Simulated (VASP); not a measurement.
A run of VASP 6.6.1 is set up as follows.

Contents of INCAR:

```
ALGO = Normal
EDIFF = 1E-7
ENCUT = 520
GGA = PE
ISIF = 2
ISMEAR = 0
LASPH = T
LCHARG = F
LREAL = F
LWAVE = F
NBANDS = 11
NELM = 60
PREC = Accurate
SIGMA = 0.05
```

KPOINTS

```
k-points
0
Gamma
  20 20 20
```

The input POSCAR:

```
C
1.0
    0.0000000000      1.7750000000      1.7750000000
    1.7750000000      0.0000000000      1.7750000000
    1.7750000000      1.7750000000      0.0000000000
C
2
Direct
    0.7500000000      0.7500000000      0.7500000000
    0.5000000000      0.5000000000      0.5000000000
```

Potentials or basis: VASP PAW PBE potentials, release 64 (C).

Command:

```sh
$ cat potpaw_PBE.64/C/POTCAR > POTCAR
$ mpirun -np 1 vasp_std > vasp.out
```

Q: What does it give for the band gap on the k mesh?

A: 4.16 eV, indirect (least direct gap 5.63 eV).

Q: What does it give for the pressure?

A: 8.9 GPa.

A k mesh can miss the band edges. A hybrid or GW would open this gap; PBE tends to underestimate it.
